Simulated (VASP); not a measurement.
**P: single point with PBE**

P:

```
P
1.0
     1.68106   -1.97505    0.00000
     1.68106    1.97505    0.00000
     0.00000    0.00000    3.49583
P
2
Direct
  0.50000 0.50000 0.24438
  0.50000 0.50000 0.75562
```

The cell was built from a structure type or drawn by symmetry, and may not be a known phase.

| Quantity | Value |
| --- | --- |
| Program | VASP 6.6.1 |
| Task | single point |
| Functional | PBE |
| Potentials or basis | VASP PAW PBE potentials, release 64 (P) |
| Cutoff | 520 eV |
| k mesh | 6 × 6 × 6 |
| Occupations | gaussian, width 0.1 eV |
| Spin | no spin polarisation |
| Dipole correction | no |
| Further INCAR settings | ALGO = Normal; EDIFF = 1e-06; NBANDS = 12 |

The pressure is 125.1 GPa, the largest force is 4.801 eV/Å and the band gap on the k mesh is zero (bands 5 and 6 overlap by 8.00 eV).

Forces on the atoms (eV/Å):
```
P    0.000  0.000  4.801
P    0.000  0.000 -4.801
```

Stress tensor (GPa, compression positive):
```
  7.99   0.00   0.00
  0.00  12.19   0.00
  0.00   0.00 354.97
```

Levels at points of the mesh, in eV from the Fermi level:
| k point | band 1 | band 2 | band 3 | band 4 | band 5 | band 6 | band 7 | band 8 | band 9 | band 10 |
| --- | --- | --- | --- | --- | --- | --- | --- | --- | --- | --- |
| (0.00, 0.00, 0.00) | -19.60 | -10.39 | -6.43 | -0.53 | 0.46 | 3.81 | 3.98 | 9.23 | 9.89 | 10.03 |
| (0.50, 0.00, 0.00) | -16.60 | -10.94 | -8.58 | -2.27 | -0.29 | 0.98 | 1.12 | 5.08 | 10.40 | 11.51 |
| (0.50, 0.50, 0.00) | -13.93 | -9.44 | -7.11 | -7.10 | -0.77 | 1.08 | 2.22 | 2.42 | 3.35 | 4.13 |
| (0.00, 0.00, 0.50) | -16.98 | -16.57 | 1.70 | 1.87 | 2.24 | 2.40 | 2.67 | 3.21 | 6.54 | 6.94 |
| (0.50, 0.00, 0.50) | -14.13 | -13.68 | -8.32 | -7.94 | 3.26 | 3.83 | 4.35 | 4.90 | 11.67 | 12.16 |
| (0.50, 0.50, 0.50) | -11.65 | -11.16 | -6.89 | -6.47 | -4.63 | -4.18 | 2.02 | 2.31 | 9.95 | 10.71 |

It took 17 s on 1 thread of Intel Xeon 8259CL, with other jobs on the host, peak memory 0.13 GiB.

Caveat: the k points lie up to 0.41 Å⁻¹ apart, too coarse for converged energies and pressures of a metal; forces of over 1 eV/Å act on the atoms, so gaps and moduli don't describe the material at rest.
